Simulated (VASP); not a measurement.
## P: relaxation of cell and atoms with LDA

Crystal: P.

```
P
1.0
     1.72573    0.99635    3.12968
    -1.72573    0.99635    3.12968
     0.00000   -1.99270    3.12968
P
2
Direct
  0.77048 0.77374 0.76882
  0.21593 0.21918 0.22710
```

| Quantity | Value |
| --- | --- |
| Program | VASP 6.6.1 |
| Task | relaxation of cell and atoms |
| Functional | LDA |
| Potentials or basis | VASP PAW LDA potentials, release 64 (P) |
| Cutoff | 600 eV |
| k mesh | 7 × 7 × 7 |
| Occupations | fermi-dirac, width 0.15 eV |
| Spin | collinear spin |
| Starting moments | [0.5, -0.25] μB |
| Dipole correction | no |
| Further INCAR settings | ALGO = Normal; EDIFF = 1e-07; IBRION = 2; EDIFFG = -0.01; NSW = 60; ISIF = 3 |

* Relaxed volume: 15.04 Å³/atom
* Relaxed cell: a = 3.567 Å, b = 3.567 Å, c = 3.566 Å, α = 57.28°, β = 57.28°, γ = 57.30°
* Space group after relaxing (to 0.1 Å): R-3m (No. 166)
* Energy gained by relaxing: 23.9 meV/atom
* Ionic steps: 9
* Pressure after relaxing: 0.0 GPa
* Largest force after relaxing: 0.005 eV/Å
* Band gap on the k mesh: zero (filled and empty bands overlap)
* Net moment: 0.00 μB per cell
* Valence electrons inside the program's atomic spheres: P 2.44

Forces in eV/Å, atoms in the order of the input:
```
P    0.000  0.003 -0.004
P    0.000 -0.003  0.004
```

Step by step:
| step | energy change (eV) | largest force (eV/Å) | pressure (GPa) | volume (Å³) |
| --- | --- | --- | --- | --- |
| 1 | 0.0000 | 0.4756 | -2.19 | 32.29 |
| 2 | -0.0280 | 0.3067 | -0.80 | 31.27 |
| 3 | -0.0374 | 0.1637 | 1.18 | 30.25 |
| 4 | -0.0448 | 0.1098 | -0.71 | 30.36 |
| 5 | -0.0449 | 0.0910 | -0.57 | 30.35 |
| 6 | -0.0476 | 0.0087 | 0.06 | 30.10 |
| 7 | -0.0476 | 0.0098 | 0.20 | 30.04 |
| 8 | -0.0478 | 0.0048 | -0.11 | 30.10 |
| 9 | -0.0479 | 0.0045 | -0.02 | 30.08 |

Final structure:
```xyz
2
Lattice="1.7103 0.9873 2.9704 -1.7103 0.9873 2.9704 0.0000 -1.9734 2.9703" Properties=species:S:1:pos:R:3 pbc="T T T"
P    -0.0056   -0.0055    6.8096
P    -0.0056   -0.0056    2.0281
```

Levels at points of the mesh, in eV from the Fermi level:
Spin up:
| k point | band 1 | band 2 | band 3 | band 4 | band 5 | band 6 | band 7 | band 8 | band 9 |
| --- | --- | --- | --- | --- | --- | --- | --- | --- | --- |
| (0.00, 0.00, 0.00) | -16.81 | -2.89 | -2.72 | -2.71 | -2.61 | 2.00 | 3.17 | 3.17 | 5.60 |
Spin down:
| k point | band 2 | band 3 | band 4 | band 5 | band 6 | band 7 | band 8 | band 9 |
| --- | --- | --- | --- | --- | --- | --- | --- | --- |
| (0.00, 0.00, 0.00) | -2.89 | -2.72 | -2.71 | -2.61 | 2.00 | 3.17 | 3.17 | 5.60 |

Run time: 5.6 min on 1 thread of Intel(R) Xeon(R) Platinum 8259CL CPU @ 2.50GHz (Skylake/Cascade Lake), with other jobs on the host, peak memory 0.19 GiB.
